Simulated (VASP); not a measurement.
Write the native input for VASP 6.6.1 that does the following.

```yaml
Task: single point
Functional: PBE0
Potentials_or_basis: VASP PAW PBE potentials, release 64 (S, Mg)
Cutoff: 520 eV
k_mesh: 6 × 6 × 6
Occupations: gaussian, width 0.01 eV
Spin: no spin polarisation
Dipole_correction: no
Grid_for_exact_exchange_PRECFOCK: Normal
Further_INCAR_settings: ALGO = Normal; EDIFF = 1e-06; NBANDS = 11
```

Crystal: MgS.

```xyz
2
Lattice="0.0000 2.8331 2.8331 2.8331 0.0000 2.8331 2.8331 2.8331 0.0000" Properties=species:S:1:pos:R:3 pbc="T T T"
S     1.4166    1.4166    1.4166
Mg    0.0000    0.0000    0.0000
```

These files were run (other wordings do the same):

POSCAR

```
MgS
1.0
    0.0000000000      2.8331200468      2.8331200468
    2.8331200468      0.0000000000      2.8331200468
    2.8331200468      2.8331200468      0.0000000000
S Mg
1 1
Direct
    0.2500000000      0.2500000000      0.2500000000
    0.0000000000      0.0000000000      0.0000000000
```

INCAR.step1

```
PREC     = Accurate       # precision mode
ENCUT    = 520            # plane-wave cutoff, eV
EDIFF    = 1E-5           # SCF threshold, eV
ISMEAR   = 0              # smearing method
SIGMA    = 0.01           # smearing width, eV
LREAL    = False          # projectors in reciprocal space
LASPH    = True           # aspherical terms in the spheres
NELM     = 100            # most SCF steps
ALGO     = Normal         # electronic algorithm
ISIF     = 2              # what is computed and relaxed
LWAVE    = True           # write WAVECAR
NBANDS   = 11             # bands
GGA      = PE             # functional
```

INCAR.step2

```
PREC     = Accurate       # precision mode
ENCUT    = 520            # plane-wave cutoff, eV
EDIFF    = 1E-6           # SCF threshold, eV
ISMEAR   = 0              # smearing method
SIGMA    = 0.01           # smearing width, eV
LREAL    = False          # projectors in reciprocal space
LASPH    = True           # aspherical terms in the spheres
NELM     = 100            # most SCF steps
ALGO     = Normal         # electronic algorithm
ISIF     = 2              # what is computed and relaxed
LWAVE    = False          # write WAVECAR
LCHARG   = True           # write CHGCAR
GGA      = PE             # functional
LHFCALC  = True           # exact exchange
AEXX     = 0.25           # exact-exchange fraction
PRECFOCK = Normal       
LELF     = True           # ELF
LVHAR    = True         
NBANDS   = 11             # bands
ISTART   = 1
```

KPOINTS

```
regular mesh
0
Gamma
  6 6 6
```

Potentials or basis: VASP PAW PBE potentials, release 64 (S, Mg).

Command:

```console
$ cat potpaw_PBE.64/S/POTCAR potpaw_PBE.64/Mg/POTCAR > POTCAR
$ cp INCAR.step1 INCAR
$ mpirun -np 1 vasp_std > vasp.out
$ cp INCAR.step2 INCAR
$ mpirun -np 1 vasp_std > vasp.out
```

It gave:

The pressure is -0.4 GPa. The band gap on the k mesh is 5.19 eV, direct.

Caveat: the PAW data sets were made with another functional, which shifts forces and pressure a little.

Wall time 21 min on 1 thread of AMD EPYC 7R43 64-Core Processor (Zen 3), on a shared host, peak memory 0.16 GiB.
